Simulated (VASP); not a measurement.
Ga2O3, 10 atoms in the cell. The structure is monoclinic, space group C2/m (No. 12). Conventional cell: a = 12.132 Å, b = 3.009 Å, c = 5.841 Å, α = 90.00°, β = 103.59°, γ = 90.00°. Within 2.6 Å of Ga (site symmetry m) lie 6 O at 1.92 to 2.06 Å. Within 2.4 Å of Ga (site symmetry m) lie 4 O at 1.83 to 1.86 Å. Within 2.4 Å of O (site symmetry m) lie 3 Ga at 1.83 to 1.92 Å. Within 2.5 Å of O (site symmetry m) lie 4 Ga at 1.86 to 2.06 Å. Within 2.4 Å of O (site symmetry m) lie 3 Ga at 1.83 to 1.94 Å.  This cell differs from its parent crystal: epitaxial xy strain -1.0%.

```yaml
Program: VASP 6.6.1
Task: single point
Functional: r2SCAN
Potentials_or_basis: VASP PAW PBE potentials, release 64 (Ga_d, O)
Cutoff: 520 eV
k_mesh: 8 × 8 × 4
Occupations: gaussian, width 0.01 eV
Spin: no spin polarisation
Dipole_correction: no
Further_INCAR_settings: ALGO = Normal; EDIFF = 1e-06; NBANDS = 55
```

Potentials or basis: VASP PAW PBE potentials, release 64 (Ga_d, O).

The run is started by

```bash
$ cat potpaw_PBE.64/Ga_d/POTCAR potpaw_PBE.64/O/POTCAR > POTCAR
$ cp INCAR.step1 INCAR
$ mpirun -np 1 vasp_std > vasp.out
$ cp INCAR.step2 INCAR
$ mpirun -np 1 vasp_std > vasp.out
```

Hardware: 1 thread of Intel Xeon 8259CL, with other jobs on the host.

Q: How long does it take, and how much memory?

A: Wall time 89 min on 1 thread of Intel Xeon 8259CL (shared host), peak memory 0.57 GiB. Counts: k points 78.
